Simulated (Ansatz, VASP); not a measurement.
## CdSe in VASP and in Ansatz

The input INCAR:

```
SYSTEM = CdSe
PREC = Accurate
ENCUT = 520
EDIFF = 1E-7
ISMEAR = 0
SIGMA = 0.01
LREAL = .FALSE.
LASPH = .TRUE.
NELM = 60
ALGO = Normal
ISIF = 2
LWAVE = .FALSE.
LCHARG = .FALSE.
GGA = PS
NBANDS = 26
```

File KPOINTS:

```
Automatic mesh
0
G
  6 6 4
  0 0 0
```

The input POSCAR:

```
CdSe
1.0
    4.3009830028      0.0000000000      0.0000000000
   -2.1504915014      3.7247605417      0.0000000000
    0.0000000000      0.0000000000      7.0225479905
Cd Se
2 2
Direct
    0.3333333333      0.6666666667      0.0047026406
    0.6666666667      0.3333333333      0.5047026406
    0.3333333333      0.6666666667      0.3802973594
    0.6666666667      0.3333333333      0.8802973594
```

Input for Ansatz:

```yaml
crystal:
  lattice:
    - [4.30098300279, 0.0, 0.0]
    - [-2.1504915014, 3.72476054166, 0.0]
    - [0.0, 0.0, 7.02254799053]
  atoms:
    - { symbol: Cd, position: [0.333333333333, 0.666666666667, 0.004702640555] }
    - { symbol: Cd, position: [0.666666666667, 0.333333333333, 0.504702640555] }
    - { symbol: Se, position: [0.333333333333, 0.666666666667, 0.380297359445] }
    - { symbol: Se, position: [0.666666666667, 0.333333333333, 0.880297359445] }
kpoints:
  mp_grid: { grid: [6, 6, 4] }
scf:
  occupations: { method: fixed }
hamiltonian:
  xc: pbesol
  pseudopotentials: { kind: paw }
output:
  forces: true
  stress: true
  eigenvalues: true
  eigenstates:
    nscf_kmesh: { grid: [10, 10, 6] }
    de_dk: true
    e_range: [-9, 10.53876407975]
  optics:
    e_range: [0, 30]
    de: 0.2
    sigma: 0.15
    bands: { spectra_wanted_up_to: 30 }
    nscf_kmesh: { grid: [10, 10, 6] }
checkpoint:
  write: ck
  write_wavefunctions: false
```

Alike in both runs: task single point; functional PBEsol; k mesh 6 × 6 × 4; no spin polarisation.

|  | VASP | Ansatz |
| --- | --- | --- |
| version | VASP 6.6.1 | Ansatz 0.2.0 |
| potentials or method | VASP PAW PBE potentials, release 64 (Cd, Se) | PAW with Ansatz's default frozen-core files, scalar-relativistic |
| plane-wave cutoff (eV) | 520 | 420 |
| occupations | gaussian, width 0.01 eV | fixed |
| valence electrons in the cell | 36 | 72 |

VASP gave:

| Item | Value |
| --- | --- |
| gap on the k mesh at the Fermi level (eV) | 0.54 |
| pressure (GPa) | 0.4 |

**Question.** Which values does Ansatz return?

**Answer.** gap on the k mesh at the Fermi level (eV): 0.54; pressure (GPa): 0.0.

VASP's potentials were made for PBE, not for PBEsol. VASP's potentials hold 36 valence electrons a cell and Ansatz's 72, so a difference there can come from the potentials and not from the codes.
